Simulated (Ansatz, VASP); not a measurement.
**ZrTa2C2 in VASP and in Ansatz**

File INCAR:

```
ALGO = Normal
EDIFF = 1E-6
EDIFFG = -0.04
ENCUT = 600
GGA = PE
IBRION = 2
ISIF = 3
ISMEAR = 0
LASPH = T
LCHARG = F
LREAL = F
LWAVE = F
NELM = 80
NSW = 90
PREC = Accurate
SIGMA = 0.1
```

The input KPOINTS:

```
k-points
0
Gamma
  6 6 4
```

POSCAR

```
ZrTa2C2
1.0
    2.7456696800     -1.5828253100      0.0000000000
    2.7456696800      1.5828253100      0.0000000000
   -1.7858727700      0.0000000000      7.2431089400
Zr Ta C
1 2 2
Direct
    0.0000000000      0.0000000000      0.5000000000
    0.2248049800      0.2248049800      0.1648365000
    0.7751950200      0.7751950200      0.8351635000
    0.3967544400      0.3967544400      0.6953097600
    0.6032455600      0.6032455600      0.3046902400
```

Input for Ansatz:

```yaml
crystal:
  lattice:
    - [2.74566968, -1.58282531, 0.0]
    - [2.74566968, 1.58282531, 0.0]
    - [-1.78587277, 0.0, 7.24310894]
  atoms:
    - { symbol: Zr, position: [0.0, 0.0, 0.5] }
    - { symbol: Ta, position: [0.22480498, 0.22480498, 0.1648365] }
    - { symbol: Ta, position: [0.77519502, 0.77519502, 0.8351635] }
    - { symbol: C, position: [0.39675444, 0.39675444, 0.69530976] }
    - { symbol: C, position: [0.60324556, 0.60324556, 0.30469024] }
basis:
  ecutwfc: 420
kpoints:
  mp_grid: { grid: [6, 6, 4] }
hamiltonian:
  xc: pbe
scf:
  occupations: { method: gaussian, width: 0.1 }
  lower_state_search: "off"
output:
  forces: true
  stress: true
  eigenvalues: true
relax:
  adjacent_minimum: "off"
  f_tol: 0.04
  max_steps: 70
  cell: { stress_tol: 0.4 }
```

Change from the starting cell: species swapped into the CaIn2N2 type (C2/m, No. 12).

Alike in both runs: task relaxation of cell and atoms; functional PBE; k mesh 6 × 6 × 4; occupations gaussian, width 0.1 eV; no spin polarisation.

|  | VASP | Ansatz |
| --- | --- | --- |
| version | VASP 6.6.1 | Ansatz 0.2.0 |
| potentials or method | VASP PAW PBE potentials, release 64 (Zr_sv, Ta_pv, C), cutoff 600 eV | scalar-relativistic, plane waves, PAW |
| valence electrons in the cell | 42 | 46 |

Ansatz gave:

```
gap on the k mesh at the Fermi level, each at its own relaxed structure (eV)  : none
relaxed volume (Å³/atom)                                                      : 13.55
relaxed length of the cell vector where the two differ most in proportion (Å) : 3.194
```

Q: Estimate VASP's values.

A: gap on the k mesh at the Fermi level, each at its own relaxed structure (eV): none; relaxed volume (Å³/atom): 13.57; relaxed length of the cell vector where the two differ most in proportion (Å): 3.196.

A gap of «none» marks a metal or a gap that the smearing closes. VASP's potentials hold 42 valence electrons a cell and Ansatz's 46, so a difference there can come from the potentials and not from the codes.

The k mesh is coarse, so the values compare programs but aren't converged. Spin-orbit coupling is off throughout.
